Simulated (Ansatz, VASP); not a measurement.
## Two plane-wave programs on ZrN

The input INCAR:

```
SYSTEM = ZrN
PREC = Accurate
ENCUT = 600
EDIFF = 1E-6
ISMEAR = 0
SIGMA = 0.05
LREAL = .FALSE.
LASPH = .TRUE.
NELM = 120
ALGO = Normal
ISIF = 2
LWAVE = .FALSE.
LCHARG = .TRUE.
GGA = PE
LELF = .TRUE.
LVHAR = .TRUE.
NBANDS = 16
GGA_COMPAT = .FALSE.
```

KPOINTS

```
regular mesh
0
G
  16 16 16
  0 0 0
```

Contents of POSCAR:

```
ZrN
1.0
    0.0000000000      2.3000000000      2.3000000000
    2.3000000000      0.0000000000      2.3000000000
    2.3000000000      2.3000000000      0.0000000000
Zr N
1 1
Direct
    0.5000000000      0.5000000000      0.5000000000
    0.0000000000      0.0000000000      0.0000000000
```

Input for Ansatz:

```yaml
crystal:
  lattice:
    - [0.0, 2.3, 2.3]
    - [2.3, 0.0, 2.3]
    - [2.3, 2.3, 0.0]
  atoms:
    - { symbol: Zr, position: [0.5, 0.5, 0.5] }
    - { symbol: "N", position: [0.0, 0.0, 0.0] }
basis:
  ecutwfc: 420
  ecutrho_ratio: 4
kpoints:
  mp_grid: { grid: [16, 16, 16] }
hamiltonian:
  xc: pbe
scf:
  occupations: { method: gaussian, width: 0.05 }
output:
  forces: true
  stress: true
  eigenvalues: true
```

Alike in both runs: task single point; functional PBE; k mesh 16 × 16 × 16; occupations gaussian, width 0.05 eV; no spin polarisation.

|  | VASP | Ansatz |
| --- | --- | --- |
| version | VASP 6.6.1 | Ansatz 0.2.0 |
| potentials or method | VASP PAW PBE potentials, release 64 (Zr_sv, N), cutoff 600 eV | scalar-relativistic, plane waves, PAW |
| valence electrons in the cell | 17 | 17 |

VASP gave:

| Item | Value |
| --- | --- |
| gap on the k mesh at the Fermi level (eV) | none |
| pressure (GPa) | -0.7 |

Q: What did Ansatz give for the same quantities?

A: gap on the k mesh at the Fermi level (eV): none; pressure (GPa): -0.9.

A gap of «none» marks a metal or a gap that the smearing closes.
